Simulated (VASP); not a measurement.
Write the native input for VASP 6.6.1 that does the following.

```
Task                   : relaxation of cell and atoms
Functional             : PBEsol
Potentials or basis    : VASP PAW PBE potentials, release 64 (Ti_sv, B)
Cutoff                 : 600 eV
k mesh                 : 10 × 10 × 8
Occupations            : fermi-dirac, width 0.05 eV
Spin                   : no spin polarisation
Target pressure        : 45 GPa
Dipole correction      : no
Further INCAR settings : ALGO = Normal; EDIFF = 1e-07; IBRION = 2; EDIFFG = -0.03; NSW = 80; ISIF = 3
```

The structure of TiB2 lies in POSCAR:

```
TiB2
1.0
    3.0000000000      0.0000000000      0.0000000000
   -1.5000000000      2.5980762114      0.0000000000
    0.0000000000      0.0000000000      3.3000000000
Ti B
1 2
Direct
    0.0000000000      0.0000000000      0.0000000000
    0.3333333333      0.6666666667      0.5000000000
    0.6666666667      0.3333333333      0.5000000000
```

The input as run:

INCAR

```
  PREC = Accurate
  ENCUT = 600
  EDIFF = 1E-7
  ISMEAR = -1
  SIGMA = 0.05
  LREAL = F
  LASPH = T
  NELM = 60
  ALGO = Normal
  ISIF = 3
  LWAVE = F
  LCHARG = F
  GGA = PS
  IBRION = 2
  NSW = 80
  EDIFFG = -0.03
  PSTRESS = 450.0
```

KPOINTS

```
regular mesh
0
Gamma
  10 10 8
```

Potentials or basis: VASP PAW PBE potentials, release 64 (Ti_sv, B).

Run with:

```bash
$ cat potpaw_PBE.64/Ti_sv/POTCAR potpaw_PBE.64/B/POTCAR > POTCAR
$ mpirun -np 1 vasp_std > vasp.out
```

Results of the run:

```yaml
Relaxed_volume: 7.34 Å³/atom
Relaxed_cell: a = 2.903 Å, b = 2.903 Å, c = 3.019 Å, α = 90.00°, β = 90.00°, γ = 120.00°
Space_group_after_relaxing_to_0.05_Å: P6/mmm (No. 191)
Energy_change_on_relaxing_the_enthalpy_is_what_falls: +118.2 meV/atom
Ionic_steps: 9
Pressure_after_relaxing: 45.0 GPa
Band_gap_on_the_k_mesh: zero (band 9 reaches 12.28 eV, above the bottom of band 10 at 11.26 eV)
```

Caveat: the cell is relaxed towards a set pressure, so the enthalpy falls and the energy may rise; the PAW data sets were made with another functional, which shifts forces and pressure a little.

Run time: 88 s on 1 thread of Intel(R) Xeon(R) 6975P-C (Granite Rapids), with other jobs on the host, peak memory 0.17 GiB.
